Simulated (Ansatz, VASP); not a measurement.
Al3Cu in VASP and in Ansatz

```
Al Cu
1.0
     3.92763    0.00000    0.00000
     0.00000    3.92763    0.00000
     0.00000    0.00000    3.92763
Al Cu
3 1
Direct
  0.00000 0.50000 0.50000
  0.50000 0.00000 0.50000
  0.50000 0.50000 0.00000
  0.00000 0.00000 0.00000
```

Alike in both runs: task single point; functional r2SCAN; k mesh 12 × 12 × 12; occupations gaussian, width 0.1 eV; no spin polarisation.

|  | VASP | Ansatz |
| --- | --- | --- |
| version | VASP 6.6.1 | Ansatz 0.2.0 |
| potentials or method | VASP PAW PBE potentials, release 64 (Al, Cu), cutoff 520 eV | scalar-relativistic, plane waves, PAW |
| valence electrons in the cell | 20 | 28 |

|  | VASP | Ansatz | Ansatz less VASP |
| --- | --- | --- | --- |
| gap on the k mesh at the Fermi level (eV) | none | none | - |
| pressure (GPa) | -3.1 | -2.9 | +0.13 |

VASP's potentials were made for PBE, not for r2SCAN. A gap of «none» marks a metal or a gap that the smearing closes. VASP's potentials hold 20 valence electrons a cell and Ansatz's 28, so a difference there can come from the potentials and not from the codes.
